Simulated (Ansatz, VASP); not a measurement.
# One calculation of SnGe2Te3, two programs

```
Sn Ge Te
1.0
     4.33818    0.00000    0.00000
    -2.16909    3.75697    0.00000
     0.00000    0.00000   10.67282
Sn Ge Te
1 2 3
Direct
  0.00000 0.00000 0.50000
  0.66667 0.33333 0.84102
  0.33333 0.66667 0.15898
  0.33333 0.66667 0.68287
  0.66667 0.33333 0.31713
  0.00000 0.00000 0.00000
```

Alike in both runs: functional PBE; k mesh 12 × 12 × 4; occupations gaussian, width 0.01 eV; no spin polarisation.

Ansatz relaxed the structure, and its values are those at the end. VASP's run is a single point on that final structure, the one shown.

|  | VASP | Ansatz |
| --- | --- | --- |
| version | VASP 6.6.1 | Ansatz 0.2.0 |
| potentials or method | VASP PAW PBE potentials, release 64 (Sn_d, Ge_d, Te), cutoff 520 eV | scalar-relativistic, plane waves, PAW |
| valence electrons in the cell | 60 | 90 |

|  | VASP | Ansatz | Ansatz less VASP |
| --- | --- | --- | --- |
| gap on the k mesh at the Fermi level (eV) | 0.27 | 0.27 | +0.001 |
| least direct gap on the mesh (eV) | 0.31 | 0.31 | +0.001 |
| pressure (GPa) | -0.1 | 0.0 | +0.06 |

With one functional, cell and mesh, what is left measures potentials, basis and numerics. VASP's potentials hold 60 valence electrons a cell and Ansatz's 90, so a difference there can come from the potentials and not from the codes.

Spin-orbit coupling is off throughout.
